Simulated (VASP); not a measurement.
AlRh2:

```
Al Rh
1.0
     3.95470    0.00000    0.00000
    -1.97735    3.42487    0.00000
     0.00000    0.00000    2.78160
Al Rh
1 2
Direct
  0.00000 0.00000 0.00000
  0.33333 0.66667 0.50000
  0.66667 0.33333 0.50000
```

- Program: VASP 6.6.1
- Task: relaxation of cell and atoms
- Functional: PBE
- Potentials or basis: VASP PAW PBE potentials, release 64 (Al, Rh_pv)
- Cutoff: 500 eV
- k mesh: 6 × 6 × 6
- Occupations: gaussian, width 0.1 eV
- Spin: no spin polarisation

At the start: pressure 51.9 GPa; volume 12.56 Å³/atom.

Question: Where does the relaxation end?

Answer: Over 7 steps the energy falls by 415.5 meV/atom and the volume is 14.63 Å³/atom (+16.5 %); space group P6/mmm (No. 191, to 0.05 Å).

Step by step:
```csv
step,energy change (eV),largest force (eV/Å),pressure (GPa),volume (Å³)
1,0.0000,0.0000,51.89,37.67
2,1.6544,0.0000,-28.48,63.72
3,-1.1996,0.0000,-6.62,45.79
4,-1.2187,0.0000,-3.30,44.98
5,-1.2203,0.0000,-1.93,44.68
6,-1.2460,0.0000,0.51,43.82
7,-1.2464,0.0000,0.24,43.90
```

Final structure:
```yaml
crystal:
  lattice:
    - [4.29140, 0.00000, 0.00000]
    - [-2.14570, 3.71646, 0.00000]
    - [0.00000, 0.00000, 2.75277]
  atoms:
    - { symbol: Al, position: [0.00000, 0.00000, 0.00000] }
    - { symbol: Rh, position: [0.33333, 0.66667, 0.50000] }
    - { symbol: Rh, position: [0.66667, 0.33333, 0.50000] }
```

Caveat: the k points lie up to 0.38 Å⁻¹ apart in the final cell; the volume moved by over 15 % at a fixed basis, so the end points are rough.
